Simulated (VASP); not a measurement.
# Na3Te4 (P4/mmm) in VASP: a series of runs

Runs on Na3Te4. Level: PBE. Tasks: single point.

All numbers are computed with VASP 6.6.1; they aren't measurements. Logs are shortened: lines on timing, memory, paths and dates and some standing lists are left out, and cuts for length are marked.

## 1. The cell of the first run

It takes space group P4/mmm (No. 123, tetragonal). The conventional cell has a = 6.670 Å, b = 6.670 Å, c = 4.722 Å, α = 90.00°, β = 90.00°, γ = 90.00°. Within 4.4 Å of Na (site symmetry 4/mmm) lie 4 Na at 3.33 Å and 8 Te at 3.36 Å. Within 4.4 Å of Na (site symmetry mmm) lie 2 Na at 3.33 Å and 8 Te at 3.34 Å. Te (site symmetry m2m) has 4 Te at 3.29 to 3.38 Å and 6 Na at 3.34 to 3.36 Å within 4.3 Å.

## 2. Single point, PBE

INCAR

```
SYSTEM = Na3Te4
  PREC = Accurate
  ENCUT = 520
  EDIFF = 1E-6
  ISMEAR = 0
  SIGMA = 0.1
  LREAL = .False.
  LASPH = .True.
  NELM = 100
  ALGO = Normal
  ISIF = 2
  LWAVE = .False.
  LCHARG = .True.
  GGA = PE
  LELF = .True.
  LVHAR = .True.
  NBANDS = 32
```

KPOINTS

```
regular mesh
0
Gamma
  4 4 4
  0 0 0
```

POSCAR

```
Na3Te4
1.0
    6.6695149000      0.0000000000      0.0000000000
    0.0000000000      6.6695149000      0.0000000000
    0.0000000000      0.0000000000      4.7219159000
Na Te
3 4
Direct
    0.5000000000      0.5000000000      0.5000000000
    0.5000000000      0.0000000000      0.5000000000
    0.0000000000      0.5000000000      0.5000000000
    0.2468350000      0.2468350000      0.0000000000
    0.2468350000      0.7531650000      0.0000000000
    0.7531650000      0.2468350000      0.0000000000
    0.7531650000      0.7531650000      0.0000000000
```

Potentials or basis: VASP PAW PBE potentials, release 64 (Na_pv, Te).

Started as:

```console
cat potpaw_PBE.64/Na_pv/POTCAR potpaw_PBE.64/Te/POTCAR > POTCAR
mpirun -np 1 vasp_std > vasp.out
```

OUTCAR:

```text
SYSTEM = Na3Te4
   PREC = Accurate
   ENCUT = 520
   EDIFF = 1E-6
   ISMEAR = 0
   LREAL = .False.
   LASPH = .True.
   NELM = 100
   ISIF = 2
   GGA = PE

 ion  position               nearest neighbor table
   1  0.500  0.500  0.500-
   2  0.500  0.000  0.500-
   3  0.000  0.500  0.500-
   4  0.247  0.247  0.000-   5 3.29   6 3.29   6 3.38   5 3.38
   5  0.247  0.753  0.000-   4 3.29   7 3.29   7 3.38   4 3.38
   6  0.753  0.247  0.000-   4 3.29   7 3.29   7 3.38   4 3.38
   7  0.753  0.753  0.000-   5 3.29   6 3.29   6 3.38   5 3.38

  LATTYP: Found a simple tetragonal cell.
 ALAT       =     6.6695149000
 C/A-ratio  =     0.7079849091

  Lattice vectors:

 A1 = (   6.6695149000,   0.0000000000,   0.0000000000)
 A2 = (   0.0000000000,   6.6695149000,   0.0000000000)
 A3 = (   0.0000000000,   0.0000000000,   4.7219159000)

Analysis of symmetry for initial positions (statically):
=====================================================================
 Subroutine PRICEL returns:
 Original cell was already a primitive cell.

 Routine SETGRP: Setting up the symmetry group for a
 simple tetragonal supercell.

 Subroutine GETGRP returns: Found 16 space group operations
 (whereof 16 operations were pure point group operations)
 out of a pool of 16 trial point group operations.

The static configuration has the point symmetry D_4h.

Analysis of symmetry for dynamics (positions and initial velocities):
=====================================================================
 Subroutine PRICEL returns:
 Original cell was already a primitive cell.

 Routine SETGRP: Setting up the symmetry group for a
 simple tetragonal supercell.

 Subroutine GETGRP returns: Found 16 space group operations
 (whereof 16 operations were pure point group operations)
 out of a pool of 16 trial point group operations.

The dynamic configuration has the point symmetry D_4h.

 Subroutine INISYM returns: Found 16 space group operations
 (whereof 16 operations are pure point group operations),
 and found     1 'primitive' translations

----------------------------------------------------------------------------------------

                                     Primitive cell

  volume of cell :     210.0423

[... 90 lines left out ...]
   NELM   =    100;   NELMIN=  2; NELMDL= -5     # of ELM steps
   EDIFF  = 0.1E-05   stopping-criterion for ELM
   LREAL  =      F    real-space projection
   EDIFFG = 0.1E-04   stopping-criterion for IOM
   NSW    =      0    number of steps for IOM
   IBRION =     -1    ionic relax: 0-MD 1-quasi-New 2-CG
   NFREE  =      0    steps in history (QN), initial steepest desc. (CG)
   ISIF   =      2    stress and relaxation
   ISYM   =      2    0-nonsym 1-usesym 2-fastsym
   POTIM  = 0.5000    time-step for ionic-motion
   TEBEG  =    0.0;   TEEND  =   0.0 temperature during run
   PSTRESS=    0.0 pullay stress
   NELECT =      45.0000    total number of electrons
   NUPDOWN=      -1.0000    fix difference up-down
   EMIN   =  10.00;   EMAX   =-10.00  energy-range for DOS
   EFERMI =   0.00;   METHOD = LEGACY
   ISMEAR =     0;   SIGMA  =   0.10  broadening in eV -4-tet -1-fermi 0-gaus
   EFERMI_NEDOS =   21; number of points for ismear=-14 and -15
   IALGO  =     38    algorithm
   IMIX   =      4    mixing-type and parameters
     AMIX     =   0.40;   BMIX     =  1.00
     AMIX_MAG =   1.60;   BMIX_MAG =  1.00
  volume/ion in A,a.u.               =      30.01       202.49
  Fermi-wavevector in a.u.,A,eV,Ry     =   0.979588  1.851153 13.056049  0.959592
  Thomas-Fermi vector in A             =   2.110453
   LORBIT       =      0    0 simple, 1 ext, 2 COOP (PROOUT), +10 PAW based schemes
   GGA     = PE    functional components
   LHFCALC =     F    Hartree Fock is set to
   AEXX    =    0.0000 exact exchange contribution
   IVDW    =     0    specifies the selected vdW correction
   LEPSILON=     F    determine dielectric tensor
   LRPA    =     F    only Hartree local field effects (RPA)
 non-spin polarized calculation
 Gauss-broadening in eV      SIGMA  =   0.10
  energy-cutoff  :      520.00
  volume of cell :      210.04
 maximum number of plane-waves:      5698
 NGX is ok and might be reduce to    50
   NGX = 25   NGY = 25   NGZ = 17

 number of electron      44.9999968 magnetization

 Free energy of the ion-electron system (eV)
  ---------------------------------------------------
  ext. energy  EPLUGINS =         0.00000000
  ---------------------------------------------------
  free energy    TOTEN  =       -20.18480080 eV

  energy without entropy =      -20.16109938  energy(sigma->0) =      -20.17295009

 E-fermi :   4.2130     XC(G=0):  -8.4550

 val. band max:        4.2100118919   @ k =   0.0000   0.0000   0.0000
 cond. band min:       4.2760108963   @ k =   0.2500   0.2500   0.5000
 fundamental gap:      0.0659990045
 Fermi energy:         4.2130163704

 k-point     1 :       0.0000    0.0000    0.0000
  band No.  band energies     occupation
      1     -20.4005      2.00000
      2     -20.4005      2.00000
      3     -20.3509      2.00000
      4     -20.3022      2.00000
      5     -20.3022      2.00000
      6     -20.2790      2.00000
[... 619 lines left out ...]
     31       9.7753      0.00000
     32       9.7754      0.00000

------------------------ aborting loop because EDIFF is reached ----------------------------------------

  FORCE on cell =-STRESS in cart. coord.  units (eV):
  Direction    XX          YY          ZZ          XY          YZ          ZX
  --------------------------------------------------------------------------------------
  -------------------------------------------------------------------------------------
  Total        0.3851953      0.3851953      0.0934541      0.0000000      0.0000000      0.0000000
  in kB        2.9382235      2.9382235      0.7128569      0.0000000      0.0000000      0.0000000
  external PRESSURE =       2.1964346 kB  Pullay stress =       0.0000000 kB

 VOLUME and BASIS-vectors are now :
 -----------------------------------------------------------------------------
  energy-cutoff  :      520.00
  volume of cell :      210.04
      direct lattice vectors                 reciprocal lattice vectors
     6.669514900  0.000000000  0.000000000     0.149935942  0.000000000  0.000000000
     0.000000000  6.669514900  0.000000000     0.000000000  0.149935942  0.000000000
     0.000000000  0.000000000  4.721915900     0.000000000  0.000000000  0.211778444

 POSITION                                       TOTAL-FORCE (eV/Angst)
 -----------------------------------------------------------------------------------
      3.33476      3.33476      2.36096        -0.000000      0.000000      0.000000
      3.33476      0.00000      2.36096        -0.000000      0.000000      0.000000
      0.00000      3.33476      2.36096        -0.000000      0.000000      0.000000
      1.64627      1.64627      0.00000         0.001524      0.001524      0.000000
      1.64627      5.02325      0.00000         0.001524     -0.001524      0.000000
      5.02325      1.64627      0.00000        -0.001524      0.001524     -0.000000
      5.02325      5.02325      0.00000        -0.001524     -0.001524      0.000000
 -----------------------------------------------------------------------------------
    total drift:                                0.000000     -0.000000      0.000000

  FREE ENERGIE OF THE ION-ELECTRON SYSTEM (eV)
  ---------------------------------------------------
  free  energy   TOTEN  =       -20.1848007957 eV

  energy  without entropy=      -20.1610993759  energy(sigma->0) =      -20.17295009
```

OSZICAR:

```text
N       E                     dE             d eps       ncg     rms          rms(c)
DAV:   1     0.352412507738E+03    0.35241E+03   -0.19839E+04  1160   0.128E+03
DAV:   2     0.141743180998E+02   -0.33824E+03   -0.32261E+03  1248   0.318E+02
DAV:   3    -0.190771594337E+02   -0.33251E+02   -0.32367E+02  1448   0.106E+02
DAV:   4    -0.202985179174E+02   -0.12214E+01   -0.12128E+01  1400   0.191E+01
DAV:   5    -0.203412847078E+02   -0.42767E-01   -0.42761E-01  1728   0.386E+00    0.861E+00
DAV:   6    -0.202222705562E+02    0.11901E+00   -0.95530E-02  1472   0.174E+00    0.545E+00
DAV:   7    -0.201845874542E+02    0.37683E-01   -0.19010E-01  1456   0.207E+00    0.353E-01
DAV:   8    -0.201841613978E+02    0.42606E-03   -0.14714E-02  1320   0.708E-01    0.213E-01
DAV:   9    -0.201844959710E+02   -0.33457E-03   -0.92786E-04  1392   0.175E-01    0.780E-02
DAV:  10    -0.201847548098E+02   -0.25884E-03   -0.49898E-04  1328   0.107E-01    0.444E-02
DAV:  11    -0.201847785022E+02   -0.23692E-04   -0.28482E-05  1392   0.293E-02    0.297E-02
DAV:  12    -0.201848016721E+02   -0.23170E-04   -0.55860E-05  1128   0.290E-02    0.206E-02
DAV:  13    -0.201848007957E+02    0.87638E-06   -0.17710E-06  1136   0.719E-03
   1 F= -.20184801E+02 E0= -.20172950E+02  d E =-.237014E-01
```

Wall time 2.1 min (1 thread of Oxide Virtual Turin-like, shared host); peak memory 0.3 GiB.

What came out:

* Free energy: -20.1848 eV
* Pressure: 0.2 GPa

Forces on the atoms (eV/Å):
```
Na   0.000  0.000  0.000
Na   0.000  0.000  0.000
Na   0.000  0.000  0.000
Te   0.002  0.002  0.000
Te   0.002 -0.002  0.000
Te  -0.002  0.002  0.000
Te  -0.002 -0.002  0.000
```

Caveat: spin-orbit coupling is left out, which moves the levels of the heavy elements.

## 3. Single point, PBE

INCAR

```
PREC = Accurate
ENCUT = 520
EDIFF = 1E-6
ISMEAR = 0
SIGMA = 0.1
LREAL = False
LASPH = True
NELM = 80
ALGO = Normal
ISIF = 2
LWAVE = False
LCHARG = False
GGA = PE
NBANDS = 32
```

KPOINTS

```
regular mesh
0
Gamma
  6 6 8
```

POSCAR is that of step 2.

Potentials or basis: VASP PAW PBE potentials, release 64 (Na_pv, Te).

Started as:

```console
cat potpaw_PBE.64/Na_pv/POTCAR potpaw_PBE.64/Te/POTCAR > POTCAR
mpirun -np 1 vasp_std > vasp.out
```

Wall time 5.2 min (1 thread of Oxide Virtual Turin-like, shared host); peak memory 0.4 GiB.

It converged, with:

```yaml
Free_energy: -20.3263 eV
Pressure: 0.0 GPa
```

Levels at points of the mesh, in eV from the Fermi level:
```tsv
k point	band 20	band 21	band 22	band 23	band 24	band 25
(0.00, 0.00, 0.00)	-1.30	0.08	1.19	1.36	1.36	2.40
(0.50, 0.00, 0.00)	-1.09	-0.98	-0.75	-0.68	1.85	1.87
(0.50, 0.50, 0.00)	-1.78	-1.70	-1.57	-1.52	-1.52	-1.45
(0.00, 0.00, 0.50)	-2.57	-1.07	1.45	1.45	1.62	2.05
(0.50, 0.00, 0.50)	-2.02	-1.89	-0.95	-0.82	1.96	1.97
(0.50, 0.50, 0.50)	-1.75	-1.68	-1.60	-1.60	-1.53	-1.52
```

Caveat: spin-orbit coupling is left out, which moves the levels of the heavy elements.
